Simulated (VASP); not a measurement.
# Hf3H8 (P6/mmm) in VASP: notebook, part 2 of 2

VASP 6.6.1. Earlier steps stand in the parts before.

**3. Relaxation of cell and atoms, PBE**

This run uses another cell than the first one, of the same volume but with other edges.

INCAR

```
SYSTEM = Hf3H8
  PREC = Accurate
  ENCUT = 600
  EDIFF = 1E-7
  ISMEAR = 0
  SIGMA = 0.1
  LREAL = .FALSE.
  LASPH = .TRUE.
  NELM = 100
  ALGO = Fast
  ISIF = 3
  LWAVE = .FALSE.
  LCHARG = .FALSE.
  GGA = PE
  IBRION = 2
  NSW = 100
  EDIFFG = -0.01
```

KPOINTS

```
Automatic mesh
0
G
  12 12 6
  0 0 0
```

POSCAR

```
Hf3H8
1.0
    3.8481424983      0.0000000000      0.0000000000
   -1.9240712492      3.3325891609      0.0000000000
    0.0000000000      0.0000000000      8.5952919182
Hf H
3 8
Direct
    0.0000000000      0.0000000000      0.8462220208
    0.0000000000      0.0000000000      0.1537779792
    0.0000000000      0.0000000000      0.5000000000
    0.5000000000      0.0000000000      0.5000000000
    0.0000000000      0.5000000000      0.5000000000
    0.5000000000      0.5000000000      0.5000000000
    0.5000000000      0.0000000000      0.0000000000
    0.0000000000      0.5000000000      0.0000000000
    0.5000000000      0.5000000000      0.0000000000
    0.3333333333      0.6666666667      0.5000000000
    0.6666666667      0.3333333333      0.5000000000
```

Potentials or basis: VASP PAW PBE potentials, release 64 (Hf_pv, H).

The run is started by

```bash
$ cat potpaw_PBE.64/Hf_pv/POTCAR potpaw_PBE.64/H/POTCAR > POTCAR
$ mpirun -np 1 vasp_std > vasp.out
```

OUTCAR:

```text
SYSTEM = Hf3H8
   PREC = Accurate
   ENCUT = 600
   EDIFF = 1E-7
   ISMEAR = 0
   LREAL = .FALSE.
   LASPH = .TRUE.
   NELM = 100
   ISIF = 3
   GGA = PE
   IBRION = 2
   NSW = 100
   EDIFFG = -0.01

 ion  position               nearest neighbor table
   1  0.000  0.000  0.846-   9 2.33   9 2.33   7 2.33   7 2.33   8 2.33   8 2.33   2 2.64   3 2.98

   2  0.000  0.000  0.154-   9 2.33   9 2.33   7 2.33   7 2.33   8 2.33   8 2.33   1 2.64   3 2.98

   3  0.000  0.000  0.500-   6 1.92   6 1.92   4 1.92   4 1.92   5 1.92   5 1.92  11 2.22  10 2.22
                            10 2.22  11 2.22  11 2.22  10 2.22   1 2.98   2 2.98
   4  0.500  0.000  0.500-   3 1.92   3 1.92
   5  0.000  0.500  0.500-   3 1.92   3 1.92
   6  0.500  0.500  0.500-   3 1.92   3 1.92
   7  0.500  0.000  0.000-   1 2.33   2 2.33   1 2.33   2 2.33
   8  0.000  0.500  0.000-   1 2.33   2 2.33   1 2.33   2 2.33
   9  0.500  0.500  0.000-   1 2.33   2 2.33   1 2.33   2 2.33
  10  0.333  0.667  0.500-   3 2.22   3 2.22   3 2.22
  11  0.667  0.333  0.500-   3 2.22   3 2.22   3 2.22

  LATTYP: Found a hexagonal cell.
 ALAT       =     3.8481424983
 C/A-ratio  =     2.2336210060

  Lattice vectors:

 A1 = (   3.8481424983,   0.0000000000,   0.0000000000)
 A2 = (  -1.9240712492,   3.3325891609,   0.0000000000)
 A3 = (   0.0000000000,   0.0000000000,   8.5952919182)

Analysis of symmetry for initial positions (statically):
=====================================================================
 Subroutine PRICEL returns:
 Original cell was already a primitive cell.

 Routine SETGRP: Setting up the symmetry group for a
 hexagonal supercell.

 Subroutine GETGRP returns: Found 24 space group operations
 (whereof 24 operations were pure point group operations)
 out of a pool of 24 trial point group operations.

The static configuration has the point symmetry D_6h.

Analysis of symmetry for dynamics (positions and initial velocities):
=====================================================================
 Subroutine PRICEL returns:
 Original cell was already a primitive cell.

 Routine SETGRP: Setting up the symmetry group for a
 hexagonal supercell.

 Subroutine GETGRP returns: Found 24 space group operations
 (whereof 24 operations were pure point group operations)
 out of a pool of 24 trial point group operations.

The dynamic configuration has the point symmetry D_6h.

 Subroutine INISYM returns: Found 24 space group operations
 (whereof 24 operations are pure point group operations),
 and found     1 'primitive' translations

----------------------------------------------------------------------------------------

                                     Primitive cell

  volume of cell :     110.2284

  direct lattice vectors                    reciprocal lattice vectors
     3.848142498  0.000000000  0.000000000     0.259865637  0.150033495  0.000000000
    -1.924071249  3.332589161  0.000000000     0.000000000  0.300066990  0.000000000
     0.000000000  0.000000000  8.595291918     0.000000000  0.000000000  0.116342762

  length of vectors
     3.848142498  3.848142498  8.595291918     0.300066990  0.300066990  0.116342762

  position of ions in fractional coordinates (direct lattice)
     0.000000000  0.000000000  0.846222021
     0.000000000  0.000000000  0.153777979
     0.000000000  0.000000000  0.500000000
     0.500000000  0.000000000  0.500000000
     0.000000000  0.500000000  0.500000000
[... 76 lines left out ...]
   total plane-waves  NPLWV =  71680
   dimension x,y,z NGX =    32 NGY =   32 NGZ =   70
   dimension x,y,z NGXF=    64 NGYF=   64 NGZF=  140
   ions per type =               3   8
   NGX,Y,Z   is equivalent  to a cutoff of  13.82, 13.82, 13.54 a.u.
   NGXF,Y,Z  is equivalent  to a cutoff of  27.65, 27.65, 27.08 a.u.
 SYSTEM =  Hf3H8
   PREC   = accura    normal or accurate (medium, high low for compatibility)
   ISTART =      0    job   : 0-new  1-cont  2-samecut
   ICHARG =      2    charge: 1-file 2-atom 10-const
   ISPIN  =      1    spin polarized calculation?
   LNONCOLLINEAR =      F non collinear calculations
   LSORBIT =      F    spin-orbit coupling
   LASPH  =      T    aspherical Exc in radial PAW
   ENCUT  =  600.0 eV  44.10 Ry    6.64 a.u.   7.69  7.69 17.17*2*pi/ulx,y,z
   NELM   =    100;   NELMIN=  2; NELMDL= -5     # of ELM steps
   EDIFF  = 0.1E-06   stopping-criterion for ELM
   LREAL  =      F    real-space projection
   EDIFFG = -.1E-01   stopping-criterion for IOM
   NSW    =    100    number of steps for IOM
   IBRION =      2    ionic relax: 0-MD 1-quasi-New 2-CG
   NFREE  =      1    steps in history (QN), initial steepest desc. (CG)
   ISIF   =      3    stress and relaxation
   ISYM   =      2    0-nonsym 1-usesym 2-fastsym
   POTIM  = 0.5000    time-step for ionic-motion
   TEBEG  =    0.0;   TEEND  =   0.0 temperature during run
   PSTRESS=    0.0 pullay stress
   NELECT =      38.0000    total number of electrons
   NUPDOWN=      -1.0000    fix difference up-down
   EMIN   =  10.00;   EMAX   =-10.00  energy-range for DOS
   EFERMI =   0.00;   METHOD = LEGACY
   ISMEAR =     0;   SIGMA  =   0.10  broadening in eV -4-tet -1-fermi 0-gaus
   EFERMI_NEDOS =   21; number of points for ismear=-14 and -15
   IALGO  =     68    algorithm
   IMIX   =      4    mixing-type and parameters
     AMIX     =   0.40;   BMIX     =  1.00
     AMIX_MAG =   1.60;   BMIX_MAG =  1.00
  volume/ion in A,a.u.               =      10.02        67.62
  Fermi-wavevector in a.u.,A,eV,Ry     =   1.147902  2.169220 17.928114  1.317679
  Thomas-Fermi vector in A             =   2.284580
   LORBIT       =      0    0 simple, 1 ext, 2 COOP (PROOUT), +10 PAW based schemes
   GGA     = PE    functional components
   LHFCALC =     F    Hartree Fock is set to
   AEXX    =    0.0000 exact exchange contribution
   IVDW    =     0    specifies the selected vdW correction
   LEPSILON=     F    determine dielectric tensor
   LRPA    =     F    only Hartree local field effects (RPA)
 conjugate gradient relaxation of ions
 non-spin polarized calculation
 RMM-DIIS sequential band-by-band and
 Gauss-broadening in eV      SIGMA  =   0.10
  energy-cutoff  :      600.00
  volume of cell :      110.23
 maximum number of plane-waves:      3718
 NGX is ok and might be reduce to    32

--------------------------------------- Ionic step        1  -------------------------------------------

 number of electron      38.0000002 magnetization

 Free energy of the ion-electron system (eV)
  ---------------------------------------------------
  ext. energy  EPLUGINS =         0.00000000
  ---------------------------------------------------
  free energy    TOTEN  =       -49.92156855 eV

  energy without entropy =      -49.88719328  energy(sigma->0) =      -49.90438092

------------------------ aborting loop because EDIFF is reached ----------------------------------------

  FORCE on cell =-STRESS in cart. coord.  units (eV):
  Direction    XX          YY          ZZ          XY          YZ          ZX
  --------------------------------------------------------------------------------------
  -------------------------------------------------------------------------------------
  Total        0.1873346      0.1873346     -1.4395981     -0.0000000      0.0000000      0.0000000
  in kB        2.7229208      2.7229208    -20.9246539     -0.0000000      0.0000000      0.0000000
  external PRESSURE =      -5.1596041 kB  Pullay stress =       0.0000000 kB
[... 257 lines left out ...]
--------------------------------------- Ionic step        7  -------------------------------------------

 number of electron      38.0000002 magnetization

 Free energy of the ion-electron system (eV)
  ---------------------------------------------------
  ext. energy  EPLUGINS =         0.00000000
  ---------------------------------------------------
  free energy    TOTEN  =       -49.94460467 eV

  energy without entropy =      -49.91427124  energy(sigma->0) =      -49.92943796

 E-fermi :   3.3371     XC(G=0): -10.0901

 val. band max:        3.3343258761   @ k =   0.0000   0.0000   0.1667
 cond. band min:       3.3452922693   @ k =   0.3333   0.1667   0.1667
 fundamental gap:      0.0109663932
 Fermi energy:         3.3371059511

 k-point     1 :       0.0000    0.0000    0.0000
  band No.  band energies     occupation
      1     -28.4887      2.00000
      2     -28.2640      2.00000
      3     -28.2640      2.00000
      4     -28.0362      2.00000
      5     -28.0362      2.00000
      6     -27.9381      2.00000
[... 661 lines left out ...]
     24       4.8314      0.00000
     25       5.1882      0.00000

 [... further k-points ...]

------------------------ aborting loop because EDIFF is reached ----------------------------------------

  FORCE on cell =-STRESS in cart. coord.  units (eV):
  Direction    XX          YY          ZZ          XY          YZ          ZX
  --------------------------------------------------------------------------------------
  -------------------------------------------------------------------------------------
  Total        0.0475854      0.0475854      0.0614666     -0.0000000     -0.0000000      0.0000000
  in kB        0.6972606      0.6972606      0.9006597     -0.0000000     -0.0000000      0.0000000
  external PRESSURE =       0.7650603 kB  Pullay stress =       0.0000000 kB
[... 26 lines left out ...]
  FREE ENERGIE OF THE ION-ELECTRON SYSTEM (eV)
  ---------------------------------------------------
  free  energy   TOTEN  =       -49.9446046692 eV

  energy  without entropy=      -49.9142712417  energy(sigma->0) =      -49.92943796

 reached required accuracy - stopping structural energy minimisation
```

Run time: 28 min. Hardware: 1 thread of Oxide Virtual Turin-like, shared host; peak memory 0.38 GiB.

Results:

```
Free energy                           : -49.9446 eV
Relaxed volume                        : 9.94 Å³/atom
Relaxed cell                          : a = 3.880 Å, b = 3.880 Å, c = 8.385 Å, α = 90.00°, β = 90.00°, γ = 120.00°
Space group after relaxing (to 0.1 Å) : P6/mmm (No. 191)
Energy gained by relaxing             : 2.1 meV/atom
Ionic steps                           : 7
Pressure after relaxing               : 0.1 GPa
Largest force after relaxing          : 0.006 eV/Å
Band gap on the k mesh                : zero (bands 19 and 20 overlap by 0.85 eV)
```

Forces in eV/Å, atoms in the order of the input:
```
Hf   0.000  0.000 -0.006
Hf   0.000  0.000  0.006
Hf   0.000  0.000  0.000
H    0.000  0.000  0.000
H    0.000  0.000  0.000
H    0.000  0.000  0.000
H    0.000  0.000  0.000
H    0.000  0.000  0.000
H    0.000  0.000  0.000
H    0.000  0.000  0.000
H    0.000  0.000  0.000
```

Step by step:
| step | energy change (eV) | largest force (eV/Å) | pressure (GPa) | volume (Å³) |
| --- | --- | --- | --- | --- |
| 1 | 0.0000 | 0.1610 | -0.52 | 110.23 |
| 2 | -0.0097 | 0.0022 | -0.11 | 109.71 |
| 3 | -0.0147 | 0.2435 | 0.55 | 108.98 |
| 4 | -0.0204 | 0.1590 | 0.44 | 109.02 |
| 5 | -0.0224 | 0.0541 | 0.32 | 109.06 |
| 6 | -0.0224 | 0.0690 | 0.33 | 109.05 |
| 7 | -0.0230 | 0.0061 | 0.08 | 109.34 |

Final structure:
```
CELL_PARAMETERS angstrom
3.88044 0.00000 0.00000
-1.94022 3.36056 0.00000
0.00000 0.00000 8.38485
ATOMIC_POSITIONS crystal
Hf 0.00000 0.00000 0.84732
Hf 0.00000 0.00000 0.15268
Hf 0.00000 0.00000 0.50000
H 0.50000 0.00000 0.50000
H 0.00000 0.50000 0.50000
H 0.50000 0.50000 0.50000
H 0.50000 0.00000 0.00000
H 0.00000 0.50000 0.00000
H 0.50000 0.50000 0.00000
H 0.33333 0.66667 0.50000
H 0.66667 0.33333 0.50000
```

Levels at points of the mesh, in eV from the Fermi level:
| k point | band 17 | band 18 | band 19 | band 20 | band 21 | band 22 |
| --- | --- | --- | --- | --- | --- | --- |
| (0.00, 0.00, 0.00) | -2.10 | -2.10 | -0.27 | 0.13 | 0.13 | 0.45 |
| (0.50, 0.00, 0.00) | -2.16 | -0.93 | 0.09 | 0.32 | 0.43 | 1.35 |
| (0.00, 0.00, 0.50) | -2.11 | -1.90 | -0.76 | -0.52 | -0.25 | -0.25 |
| (0.50, 0.00, 0.50) | -1.55 | -1.02 | -0.22 | 0.47 | 0.60 | 0.61 |

Caveat: spin-orbit coupling is left out, which moves the levels of the heavy elements.
